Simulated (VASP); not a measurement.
# RbVF3 (Pm-3m) in VASP: notebook

The runs below take RbVF3 through single point, with LDA+U.

All numbers are computed with VASP 6.6.1; they aren't measurements. Logs are shortened: lines on timing, memory, paths and dates and some standing lists are left out, and cuts for length are marked.

## Step 1: The cell of the first run

The structure is cubic, space group Pm-3m (No. 221). The conventional cell has a = 4.182 Å, b = 4.182 Å, c = 4.182 Å, α = 90.00°, β = 90.00°, γ = 90.00°. Within 3.9 Å of Rb (site symmetry m-3m) lie 12 F at 2.96 Å and 8 V at 3.62 Å. Within 2.8 Å of V (site symmetry m-3m) lie 6 F at 2.09 Å. F (site symmetry 4/mmm) has 2 V at 2.09 Å within 2.8 Å.

## Step 2: Single point, LDA+U, collinear spin, ferromagnetic start

INCAR

```
ALGO = Normal
EDIFF = 1E-6
ENCUT = 520
GGA = CA
ISIF = 2
ISMEAR = 0
ISPIN = 2
LASPH = True
LCHARG = True
LDAU = True
LDAUJ = 0 0 0
LDAUL = -1 2 -1
LDAUPRINT = 1
LDAUTYPE = 2
LDAUU = 0 4 0
LELF = True
LMAXMIX = 4
LORBIT = 11
LREAL = False
LVHAR = True
LWAVE = False
MAGMOM = 0 3 0 0 0
NBANDS = 34
NELM = 150
PREC = Accurate
SIGMA = 0.05
```

KPOINTS

```
k-points
0
Gamma
  5 5 5
```

POSCAR

```
RbVF3
1.0
    4.1819996800      0.0000000000      0.0000000000
    0.0000000000      4.1819996800      0.0000000000
    0.0000000000      0.0000000000      4.1819996800
Rb V F
1 1 3
Direct
    0.0000000000      0.0000000000      0.0000000000
    0.5000000000      0.5000000000      0.5000000000
    0.5000000000      0.5000000000      0.0000000000
    0.0000000000      0.5000000000      0.5000000000
    0.5000000000      0.0000000000      0.5000000000
```

Potentials or basis: VASP PAW LDA potentials, release 64 (Rb_sv, V_sv, F).

Started as:

```sh
$ cat potpaw_LDA.64/Rb_sv/POTCAR potpaw_LDA.64/V_sv/POTCAR potpaw_LDA.64/F/POTCAR > POTCAR
$ mpirun -np 1 vasp_std > vasp.out
```

OUTCAR:

```text
EDIFF = 1E-6
   ENCUT = 520
   GGA = CA
   ISIF = 2
   ISMEAR = 0
   ISPIN = 2
   LASPH = True
   LORBIT = 11
   LREAL = False
   NELM = 150
   PREC = Accurate

 ion  position               nearest neighbor table
   1  0.000  0.000  0.000-   3 2.96   4 2.96   5 2.96   4 2.96   5 2.96   3 2.96   4 2.96   4 2.96
                             3 2.96   5 2.96   5 2.96   3 2.96   2 3.62   2 3.62   2 3.62   2 3.62
   2  0.500  0.500  0.500-   3 2.09   4 2.09   5 2.09   3 2.09   5 2.09   4 2.09   1 3.62   1 3.62
                             1 3.62   1 3.62   1 3.62   1 3.62   1 3.62   1 3.62
   3  0.500  0.500  0.000-   2 2.09   2 2.09   1 2.96   1 2.96   1 2.96   1 2.96
   4  0.000  0.500  0.500-   2 2.09   2 2.09   1 2.96   1 2.96   1 2.96   1 2.96
   5  0.500  0.000  0.500-   2 2.09   2 2.09   1 2.96   1 2.96   1 2.96   1 2.96

  LATTYP: Found a simple cubic cell.
 ALAT       =     4.1819996800

  Lattice vectors:

 A1 = (   4.1819996800,   0.0000000000,   0.0000000000)
 A2 = (   0.0000000000,   4.1819996800,   0.0000000000)
 A3 = (   0.0000000000,   0.0000000000,   4.1819996800)

Analysis of symmetry for initial positions (statically):
=====================================================================
 Subroutine PRICEL returns:
 Original cell was already a primitive cell.

 Routine SETGRP: Setting up the symmetry group for a
 simple cubic supercell.

 Subroutine GETGRP returns: Found 48 space group operations
 (whereof 48 operations were pure point group operations)
 out of a pool of 48 trial point group operations.

The static configuration has the point symmetry O_h .

Analysis of symmetry for dynamics (positions and initial velocities):
=====================================================================
 Subroutine PRICEL returns:
 Original cell was already a primitive cell.

 Routine SETGRP: Setting up the symmetry group for a
 simple cubic supercell.

 Subroutine GETGRP returns: Found 48 space group operations
 (whereof 48 operations were pure point group operations)
 out of a pool of 48 trial point group operations.

The dynamic configuration has the point symmetry O_h .

Analysis of structural, dynamic, and magnetic symmetry:
=====================================================================
 Subroutine PRICEL returns:
 Original cell was already a primitive cell.

 Routine SETGRP: Setting up the symmetry group for a
 simple cubic supercell.

 Subroutine GETGRP returns: Found 48 space group operations
 (whereof 48 operations were pure point group operations)
 out of a pool of 48 trial point group operations.

The overall configuration has the point symmetry O_h .

 Subroutine INISYM returns: Found 48 space group operations
 (whereof 48 operations are pure point group operations),
 and found     1 'primitive' translations

----------------------------------------------------------------------------------------

                                     Primitive cell

  volume of cell :      73.1395

  direct lattice vectors                    reciprocal lattice vectors
     4.181999680  0.000000000  0.000000000     0.239120057  0.000000000  0.000000000
     0.000000000  4.181999680  0.000000000     0.000000000  0.239120057  0.000000000
     0.000000000  0.000000000  4.181999680     0.000000000  0.000000000  0.239120057

  length of vectors
     4.181999680  4.181999680  4.181999680     0.239120057  0.239120057  0.239120057

  position of ions in fractional coordinates (direct lattice)
     0.000000000  0.000000000  0.000000000
     0.500000000  0.500000000  0.500000000
     0.500000000  0.500000000  0.000000000
     0.000000000  0.500000000  0.500000000
     0.500000000  0.000000000  0.500000000

  ion indices of the primitive-cell ions
   primitive index   ion index
                 1           1
                 2           2
                 3           3
                 4           4
                 5           5

----------------------------------------------------------------------------------------

 KPOINTS: k-points

Automatic generation of k-mesh.
 Grid dimensions read from file:
 generate k-points for:    5    5    5

 Generating k-lattice:

  Cartesian coordinates                     Fractional coordinates (reciprocal lattice)
     0.047824011  0.000000000  0.000000000     0.200000000  0.000000000  0.000000000
     0.000000000  0.047824011  0.000000000     0.000000000  0.200000000  0.000000000
     0.000000000  0.000000000  0.047824011     0.000000000  0.000000000  0.200000000

[... 34 lines left out ...]
   ICHARG =      2    charge: 1-file 2-atom 10-const
   ISPIN  =      2    spin polarized calculation?
   LNONCOLLINEAR =      F non collinear calculations
   LSORBIT =      F    spin-orbit coupling
   LASPH  =      T    aspherical Exc in radial PAW
   ENCUT  =  520.0 eV  38.22 Ry    6.18 a.u.   7.78  7.78  7.78*2*pi/ulx,y,z
   NELM   =    150;   NELMIN=  2; NELMDL= -5     # of ELM steps
   EDIFF  = 0.1E-05   stopping-criterion for ELM
   LREAL  =      F    real-space projection
   EDIFFG = 0.1E-04   stopping-criterion for IOM
   NSW    =      0    number of steps for IOM
   IBRION =     -1    ionic relax: 0-MD 1-quasi-New 2-CG
   NFREE  =      0    steps in history (QN), initial steepest desc. (CG)
   ISIF   =      2    stress and relaxation
   ISYM   =      2    0-nonsym 1-usesym 2-fastsym
   POTIM  = 0.5000    time-step for ionic-motion
   TEBEG  =    0.0;   TEEND  =   0.0 temperature during run
   PSTRESS=    0.0 pullay stress
   NELECT =      43.0000    total number of electrons
   NUPDOWN=      -1.0000    fix difference up-down
   EMIN   =  10.00;   EMAX   =-10.00  energy-range for DOS
   EFERMI =   0.00;   METHOD = LEGACY
   ISMEAR =     0;   SIGMA  =   0.05  broadening in eV -4-tet -1-fermi 0-gaus
   EFERMI_NEDOS =   21; number of points for ismear=-14 and -15
   IALGO  =     38    algorithm
   IMIX   =      4    mixing-type and parameters
     AMIX     =   0.40;   BMIX     =  1.00
     AMIX_MAG =   1.60;   BMIX_MAG =  1.00
  volume/ion in A,a.u.               =      14.63        98.71
  Fermi-wavevector in a.u.,A,eV,Ry     =   1.371451  2.591667 25.590900  1.880878
  Thomas-Fermi vector in A             =   2.497147
   LORBIT       =     11    0 simple, 1 ext, 2 COOP (PROOUT), +10 PAW based schemes
 LDA+U is selected, type is set to LDAUTYPE =  2
   angular momentum for each species LDAUL =    -1    2   -1
   U (eV)           for each species LDAUU =   0.0  4.0  0.0
   J (eV)           for each species LDAUJ =   0.0  0.0  0.0
   GGA     = CA    functional components
   LHFCALC =     F    Hartree Fock is set to
   AEXX    =    0.0000 exact exchange contribution
   IVDW    =     0    specifies the selected vdW correction
   LEPSILON=     F    determine dielectric tensor
   LRPA    =     F    only Hartree local field effects (RPA)
 spin polarized calculation
 Gauss-broadening in eV      SIGMA  =   0.05
  energy-cutoff  :      520.00
  volume of cell :       73.14
 maximum number of plane-waves:      1975
 NGX is ok and might be reduce to    32
   NGX = 15   NGY = 15   NGZ = 15

atom =   2  type =  2  l = 2

 onsite density matrix

spin component  1

  0.9122  0.0000  0.0000 -0.0000  0.0000
  0.0000  0.9122 -0.0000 -0.0000  0.0000
  0.0000 -0.0000  0.0903  0.0000 -0.0000
 -0.0000 -0.0000  0.0000  0.9122  0.0000
  0.0000  0.0000 -0.0000  0.0000  0.0903

spin component  2

  0.0186  0.0000 -0.0000 -0.0000 -0.0000
  0.0000  0.0186 -0.0000 -0.0000  0.0000
 -0.0000 -0.0000  0.0756  0.0000  0.0000
 -0.0000 -0.0000  0.0000  0.0186  0.0000
 -0.0000  0.0000  0.0000  0.0000  0.0756

 occupancies and eigenvectors

  o =  0.0186  v =  0.0000  0.0000  0.0000  0.0000  0.0000  1.0000  0.0000  0.0000  0.0000  0.0000      0.0000  0.0000  0.0000  0.0000  0.0000  0.0000  0.0000  0.0000  0.0000  0.0000
  o =  0.0186  v =  0.0000  0.0000  0.0000  0.0000  0.0000  0.0000 -0.9997 -0.0000 -0.0264 -0.0000      0.0000  0.0000  0.0000  0.0000  0.0000  0.0000  0.0000  0.0000  0.0000  0.0000
  o =  0.0186  v =  0.0000  0.0000  0.0000  0.0000  0.0000  0.0000  0.0264  0.0000 -0.9997  0.0000      0.0000  0.0000  0.0000  0.0000  0.0000  0.0000  0.0000  0.0000  0.0000  0.0000
  o =  0.0756  v =  0.0000  0.0000  0.0000  0.0000  0.0000  0.0000  0.0000  0.0030 -0.0000 -1.0000      0.0000  0.0000  0.0000  0.0000  0.0000  0.0000  0.0000  0.0000  0.0000  0.0000
  o =  0.0756  v =  0.0000  0.0000  0.0000  0.0000  0.0000  0.0000 -0.0000  1.0000  0.0000  0.0030      0.0000  0.0000  0.0000  0.0000  0.0000  0.0000  0.0000  0.0000  0.0000  0.0000
  o =  0.0903  v =  0.0000 -0.0000  0.0006 -0.0000 -1.0000  0.0000  0.0000  0.0000  0.0000  0.0000      0.0000  0.0000  0.0000  0.0000  0.0000  0.0000  0.0000  0.0000  0.0000  0.0000
  o =  0.0903  v =  0.0000  0.0000  1.0000 -0.0000  0.0006  0.0000  0.0000  0.0000  0.0000  0.0000      0.0000  0.0000  0.0000  0.0000  0.0000  0.0000  0.0000  0.0000  0.0000  0.0000
  o =  0.9122  v =  0.0000  0.7899 -0.0000 -0.6133 -0.0000  0.0000  0.0000  0.0000  0.0000  0.0000      0.0000  0.0000  0.0000  0.0000  0.0000  0.0000  0.0000  0.0000  0.0000  0.0000
  o =  0.9122  v =  0.0000  0.6133 -0.0000  0.7899 -0.0000  0.0000  0.0000  0.0000  0.0000  0.0000      0.0000  0.0000  0.0000  0.0000  0.0000  0.0000  0.0000  0.0000  0.0000  0.0000
  o =  0.9122  v =  1.0000  0.0000  0.0000  0.0000  0.0000  0.0000  0.0000  0.0000  0.0000  0.0000      0.0000  0.0000  0.0000  0.0000  0.0000  0.0000  0.0000  0.0000  0.0000  0.0000

 number of electron      42.9999987 magnetization       3.0001102

 Free energy of the ion-electron system (eV)
  ---------------------------------------------------
  ext. energy  EPLUGINS =         0.00000000
  ---------------------------------------------------
  free energy    TOTEN  =       -29.48579895 eV

  energy without entropy =      -29.48579895  energy(sigma->0) =      -29.48579895

 E-fermi :   3.4269     XC(G=0): -10.4905

 val. band max:        2.9845382746   @ k =   0.4000   0.4000   0.4000
 cond. band min:       5.2646420575   @ k =   0.0000   0.0000   0.0000
 fundamental gap:      2.2801037829
 Fermi energy:         3.4269125651

 spin component 1

 k-point     1 :       0.0000    0.0000    0.0000
  band No.  band energies     occupation
      1     -60.2541      1.00000
      2     -34.5832      1.00000
      3     -34.5832      1.00000
      4     -34.5832      1.00000
      5     -23.4621      1.00000
      6     -20.8183      1.00000
[... 349 lines left out ...]
     32      12.8315      0.00000
     33      13.7549      0.00000
 Fermi energy:         3.4269125651

 spin component 2

 k-point     1 :       0.0000    0.0000    0.0000
  band No.  band energies     occupation
      1     -57.7500      1.00000
      2     -32.1471      1.00000
      3     -32.1471      1.00000
      4     -32.1471      1.00000
      5     -23.4574      1.00000
      6     -20.7530      1.00000
[... 349 lines left out ...]
     32      13.4888      0.00000
     33      13.9733      0.00000
 [bands above 33 left out]

------------------------ aborting loop because EDIFF is reached ----------------------------------------

  FORCE on cell =-STRESS in cart. coord.  units (eV):
  Direction    XX          YY          ZZ          XY          YZ          ZX
  --------------------------------------------------------------------------------------
  -------------------------------------------------------------------------------------
  Total       -1.4814757     -1.4814757     -1.4814757     -0.0000000      0.0000000     -0.0000000
  in kB      -32.4528711    -32.4528711    -32.4528711     -0.0000000      0.0000000     -0.0000000
  external PRESSURE =     -32.4528711 kB  Pullay stress =       0.0000000 kB

 VOLUME and BASIS-vectors are now :
 -----------------------------------------------------------------------------
  energy-cutoff  :      520.00
  volume of cell :       73.14
      direct lattice vectors                 reciprocal lattice vectors
     4.181999680  0.000000000  0.000000000     0.239120057  0.000000000  0.000000000
     0.000000000  4.181999680  0.000000000     0.000000000  0.239120057  0.000000000
     0.000000000  0.000000000  4.181999680     0.000000000  0.000000000  0.239120057

 POSITION                                       TOTAL-FORCE (eV/Angst)
 -----------------------------------------------------------------------------------
      0.00000      0.00000      0.00000         0.000000      0.000000      0.000000
      2.09100      2.09100      2.09100         0.000000      0.000000      0.000000
      2.09100      2.09100      0.00000         0.000000      0.000000      0.000000
      0.00000      2.09100      2.09100         0.000000      0.000000      0.000000
      2.09100      0.00000      2.09100         0.000000      0.000000      0.000000
 -----------------------------------------------------------------------------------
    total drift:                                0.000000     -0.000000     -0.000000

  FREE ENERGIE OF THE ION-ELECTRON SYSTEM (eV)
  ---------------------------------------------------
  free  energy   TOTEN  =       -29.4857989479 eV

  energy  without entropy=      -29.4857989479  energy(sigma->0) =      -29.48579895

 total charge

# of ion       s       p       d       tot
------------------------------------------
    1        1.937   5.342   0.026   7.305
    2        2.136   6.114   3.101  11.351
    3        1.720   4.360   0.000   6.080
    4        1.720   4.360   0.000   6.080
    5        1.720   4.360   0.000   6.080
--------------------------------------------------
tot          9.234  24.536   3.128  36.897

 magnetization (x)

# of ion       s       p       d       tot
------------------------------------------
    1       -0.000  -0.000   0.001   0.001
    2        0.009   0.009   2.699   2.718
    3       -0.001   0.016   0.000   0.015
    4       -0.001   0.016   0.000   0.015
    5       -0.001   0.016   0.000   0.015
--------------------------------------------------
tot          0.005   0.057   2.701   2.763
```

Wall time 55 s (1 thread of Intel Xeon 8259CL, shared host); peak memory 0.18 GiB.

Results:

```yaml
Free_energy: -29.4858 eV
Pressure: -3.2 GPa
Band_gap_on_the_k_mesh: 2.28 eV (least direct gap 3.38 eV)
Net_moment: 3.00 μB per cell
Site_moments: Rb +0.00; V +2.72; F +0.01 μB
Valence_electrons_inside_the_program's_atomic_spheres: Rb 7.30; V 11.35; F 6.08
```

Levels at points of the mesh, in eV from the valence-band top:
Spin up:
| k point | band 19 | band 20 | band 21 | band 22 | band 23 | band 24 | band 25 | band 26 | band 27 | band 28 |
| --- | --- | --- | --- | --- | --- | --- | --- | --- | --- | --- |
| (0.00, 0.00, 0.00) | -4.78 | -4.78 | -1.10 | -1.10 | -1.10 | 2.28 | 3.21 | 3.21 | 5.09 | 5.09 |
Spin down:
```
           k point  band 17  band 18  band 19  band 20  band 21  band 22  band 23  band 24
(0.00, 0.00, 0.00)    -5.01    -4.72    -4.72    -4.72     2.58     4.07     4.07     4.07
```

Eigenvalues of the final occupation matrices:
```
    site  spin  trace               eigenvalues
site 2 d     1   2.92  0.09 0.09 0.91 0.91 0.91
site 2 d     2   0.21  0.02 0.02 0.02 0.08 0.08
```

Caveat: the cell stands under tension; an odd mesh through Γ misses points on the zone boundary, where band edges can lie.

(Continued in part 2 of 2.)
